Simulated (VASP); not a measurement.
Here is a VASP 6.6.1 calculation.

INCAR

```
PREC = Accurate
ENCUT = 520
EDIFF = 1E-6
ISMEAR = 0
SIGMA = 0.01
LREAL = Auto
LASPH = True
NELM = 100
ALGO = Normal
ISIF = 2
LWAVE = False
LCHARG = False
GGA = PE
IBRION = 2
NSW = 65
EDIFFG = -0.025
NELECT = 122.0
```

KPOINTS

```
Automatic mesh
0
Gamma
  2 2 2
```

POSCAR

```
Si16C15
1.0
   -3.0941201802      5.3591733569      0.0000000000
   -3.0941201803     -5.3591733569      0.0000000000
    0.0000000000      0.0000000000     10.1293392031
Si C
16 15
Direct
    0.8333333333      0.1666666667      0.9424126113
    0.3344841610      0.1689683220      0.9383717665
    0.8310316780      0.6655158390      0.9383717665
    0.3344841610      0.6655158390      0.9383717665
    0.1674365127      0.3337182563      0.4375472056
    0.6662817437      0.3337182563      0.4375472056
    0.1666666667      0.8333333333      0.4390229938
    0.6662817437      0.8325634873      0.4375472056
    0.0044038348      0.5088076695      0.6872145575
    0.5000000000      0.5000000000      0.6862032905
    1.0044038348      0.9955961652      0.6872145575
    0.4911923305      0.9955961652      0.6872145575
   -0.0010223314      0.4979553372      0.1885986778
    0.5000000000      0.5000000000      0.1885857588
    0.9989776686      1.0010223314      0.1885986778
    0.5020446628      1.0010223314      0.1885986778
    0.3349166147      0.1698332295      0.7510603227
    0.8301667705      0.6650833853      0.7510603227
    0.3349166147      0.6650833853      0.7510603227
    0.1665699600      0.3332849800      0.2495612945
    0.6667150200      0.3332849800      0.2495612945
    0.1666666667      0.8333333333      0.2477317506
    0.6667150200      0.8334300400      0.2495612945
   -0.0010730701      0.0010730701      0.5007754768
    0.5021461402      0.0010730701      0.5007754768
   -0.0010730701      0.4978538598      0.5007754768
    0.5000000000      0.5000000000      0.5000379924
   -0.0001674044      0.0001674044     -0.0020733677
    0.5003348089      0.0001674044     -0.0020733677
   -0.0001674044      0.4996651911     -0.0020733677
    0.5000000000      0.5000000000      0.0010223550
```

Potentials or basis: VASP PAW PBE potentials, release 64 (Si, C).

Launch:

```bash
$ cat potpaw_PBE.64/Si/POTCAR potpaw_PBE.64/C/POTCAR > POTCAR
$ mpirun -np 1 vasp_std > vasp.out
```

(1) Predict the energy gained by relaxing.

## Answers

(1) 7.1 meV/atom.

Caveat: the k points lie up to 0.59 Å⁻¹ apart; the cell carries a net charge on a neutralising background, which shifts energy and pressure; the cell differs from its parent crystal (atoms taken out).
